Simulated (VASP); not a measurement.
Wanted: the native input for a VASP 6.6.1 run.

```
Task                   : single point
Functional             : PBE
Potentials or basis    : VASP PAW PBE potentials, release 64 (Be, Te, S)
Cutoff                 : 520 eV
k mesh                 : 4 × 4 × 4
Occupations            : gaussian, width 0.02 eV
Spin                   : no spin polarisation
Dipole correction      : no
Further INCAR settings : ALGO = Normal; EDIFF = 1e-06; NBANDS = 36
```

The structure of Be3Te2S lies in POSCAR:

```
Be3Te2S
1.0
    5.7178845399     -3.2899509275      0.0000000000
    5.7178845399      3.2899509275      0.0000000000
    0.0000000000      0.0000000000      6.2688958374
Be Te S
6 4 2
Direct
    0.8636222188      0.1363777812      0.8457690275
    0.1363777812      0.8636222188      0.3457690275
    0.1639653799      0.5368451750      0.8894840011
    0.8360346201      0.4631548250      0.3894840011
    0.5368451750      0.1639653799      0.3894840011
    0.4631548250      0.8360346201      0.8894840011
    0.1679525039      0.5067896639      0.5010371273
    0.8320474961      0.4932103361      0.0010371273
    0.5067896639      0.1679525039      0.0010371273
    0.4932103361      0.8320474961      0.5010371273
    0.8454298605      0.1545701395      0.4981887156
    0.1545701395      0.8454298605      0.9981887156
```

The input as run:

INCAR

```
ALGO = Normal
EDIFF = 1E-6
ENCUT = 520
GGA = PE
ISIF = 2
ISMEAR = 0
LASPH = True
LCHARG = True
LELF = True
LREAL = False
LVHAR = True
LWAVE = False
NBANDS = 36
NELM = 80
PREC = Accurate
SIGMA = 0.02
```

KPOINTS

```
k-points
0
Gamma
  4 4 4
```

Potentials or basis: VASP PAW PBE potentials, release 64 (Be, Te, S).

Run with:

```bash
$ cat potpaw_PBE.64/Be/POTCAR potpaw_PBE.64/Te/POTCAR potpaw_PBE.64/S/POTCAR > POTCAR
$ mpirun -np 1 vasp_std > vasp.out
```

It gave:

The pressure is 0.1 GPa. The largest force is 0.017 eV/Å. The band gap on the k mesh is 2.55 eV (least direct gap 2.62 eV).

Caveat: spin-orbit coupling is left out, which moves the levels of the heavy elements.

It took 3.2 min on 1 thread of Intel(R) Xeon(R) Platinum 8259CL CPU @ 2.50GHz (Skylake/Cascade Lake), on a shared host, peak memory 0.42 GiB.
